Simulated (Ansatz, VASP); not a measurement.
## One calculation of SrC4, two programs

```
Sr C
1.0
     2.79401   -3.41836    0.00000
     2.79401    3.41836    0.00000
     0.00000    0.00000    4.29961
Sr C
1 4
Direct
  0.00000 0.00000 0.00000
  0.59579 0.40421 0.00000
  0.40421 0.59579 0.00000
  0.61719 0.61719 0.50000
  0.38281 0.38281 0.50000
```

Change from the starting cell: ordered vacancies on the cation sites of rutile (Cmmm, No. 65).

Alike in both runs: functional PBE; k mesh 10 × 10 × 10; occupations gaussian, width 0.1 eV; no spin polarisation.

Ansatz relaxed the structure, and its values are those at the end. VASP's run is a single point on that final structure, the one shown.

```csv
,VASP,Ansatz
version,VASP 6.6.1,Ansatz 0.2.0
potentials or method,"VASP PAW PBE potentials, release 64 (Sr_sv, C), cutoff 520 eV","scalar-relativistic, plane waves, PAW"
valence electrons in the cell,26,26
```

VASP gave:

| Property | Result |
| --- | --- |
| gap on the k mesh at the Fermi level (eV) | none |
| pressure (GPa) | 0.3 |
| rms of the force components (eV/Å) | 0.050 |

Question: What did Ansatz give for the same quantities?

Answer: gap on the k mesh at the Fermi level (eV): none; pressure (GPa): 0.0; rms of the force components (eV/Å): 0.000.

A gap of «none» marks a metal or a gap that the smearing closes.
